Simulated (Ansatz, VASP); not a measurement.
Two plane-wave programs on N

```xyz
8
Lattice="5.5605 0.0000 0.0000 0.0000 5.5605 0.0000 0.0000 0.0000 5.5605" Properties=species:S:1:pos:R:3 pbc="T T T"
N     0.3192    0.3192    0.3192
N     2.4611    5.2414    3.0994
N     3.0994    2.4611    5.2414
N     5.2414    3.0994    2.4611
N     5.2414    5.2414    5.2414
N     3.0994    0.3192    2.4611
N     2.4611    3.0994    0.3192
N     0.3192    2.4611    3.0994
```

Alike in both runs: task relaxation of cell and atoms; functional PBE; dispersion D3(BJ); k mesh 4 × 4 × 4; occupations gaussian, width 0.02 eV; no spin polarisation.

|  | VASP | Ansatz |
| --- | --- | --- |
| version | VASP 6.6.1 | Ansatz 0.2.0 |
| potentials or method | VASP PAW PBE potentials, release 64 (N), cutoff 600 eV | scalar-relativistic, plane waves, PAW |
| valence electrons in the cell | 40 | 40 |

|  | VASP | Ansatz | Ansatz less VASP |
| --- | --- | --- | --- |
| gap on the k mesh at the Fermi level, each at its own relaxed structure (eV) | 7.17 | 7.39 | +0.216 |
| relaxed volume (Å³/atom) | 21.52 | 22.38 | +0.859 |
| relaxed cell length with the largest relative difference (Å) | 5.563 | 5.636 | +0.0730 |

Noted on VASP's run: the standard files for N, O and F lose accuracy on very short bonds.
